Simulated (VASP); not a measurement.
**CsP2: single point with PBE**

Crystal: CsP2.

```
CELL_PARAMETERS angstrom
0.00000 3.39464 3.39464
3.39464 0.00000 3.39464
3.39464 3.39464 0.00000
ATOMIC_POSITIONS crystal
Cs 0.00000 0.00000 0.00000
P 0.25000 0.25000 0.25000
P 0.75000 0.75000 0.75000
```

```json
{"Program": "VASP 6.6.1", "Task": "single point", "Functional": "PBE", "Potentials or basis": "VASP PAW PBE potentials, release 64 (Cs_sv, P)", "Cutoff": "520 eV", "k mesh": "6 × 6 × 6", "Occupations": "gaussian, width 0.1 eV", "Spin": "no spin polarisation", "Dipole correction": "no", "Further INCAR settings": "ALGO = Normal; EDIFF = 1e-07; NBANDS = 16"}
```

```json
{
 "Pressure": "9.4 GPa"
}
```

Levels at points of the mesh, in eV from the Fermi level:
```csv
k point,band 7,band 8,band 9,band 10,band 11,band 12
"(0.00, 0.00, 0.00)",-2.71,-2.71,-2.71,1.08,1.08,1.08
"(0.50, 0.00, 0.00)",-1.93,-1.93,-0.37,-0.19,0.44,0.44
"(0.50, 0.50, 0.00)",-3.19,-0.32,-0.32,0.58,0.58,1.60
```

Wall time 20 s on 1 thread of Intel Xeon 6975P-C, with other jobs on the host, peak memory 0.21 GiB.

Caveat: spin-orbit coupling is left out, which moves the levels of the heavy elements.
